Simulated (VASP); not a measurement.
Runs of VASP 6.6.1 on Co. The structure is that of space group Fm-3m (No. 225), or close to it. The cells are those of the table. This isn't the form of Co at room conditions, which is hcp.

```tsv
level	cell	k mesh	grid for exact exchange (PRECFOCK)	share of exact exchange	screening parameter	gap on the mesh (eV)	pressure (GPa)
HSE06	a = 2.448 Å, angles 60.0°, 1 atom	6 × 6 × 6	Normal	0.25	0.2079 1/Å	none	(a)
HSE06	a = 2.373 Å, angles 60.0°, 1 atom	6 × 6 × 6	Normal	0.25	0.2079 1/Å	none	17.8
HSE06	a = 2.398 Å, angles 60.0°, 1 atom	6 × 6 × 6	Normal	0.25	0.2079 1/Å	none	7.4
PBE	a = 2.440 Å, angles 60.0°, 1 atom	12 × 12 × 12	-	-	-	none	(b)
HSE06	a = 2.423 Å, angles 60.0°, 1 atom	6 × 6 × 6	Normal	0.25	0.2079 1/Å	none	-1.3
```

Alike in all rows: task single point; potentials or basis VASP PAW PBE potentials, release 64 (Co); no spin polarisation; cutoff (eV) 520; smearing fermi-dirac 0.1 eV.

**Question.** Fill in the values left out.

**Answer.** (a) -8.7; (b) 0.9.

Caveats: some runs use coarse meshes; the run has no spin polarisation, though such a crystal can be magnetic; the PAW data sets were made with another functional, which shifts forces and pressure a little (at least some runs).

A gap of «none» marks levels without a gap at the run's occupations.
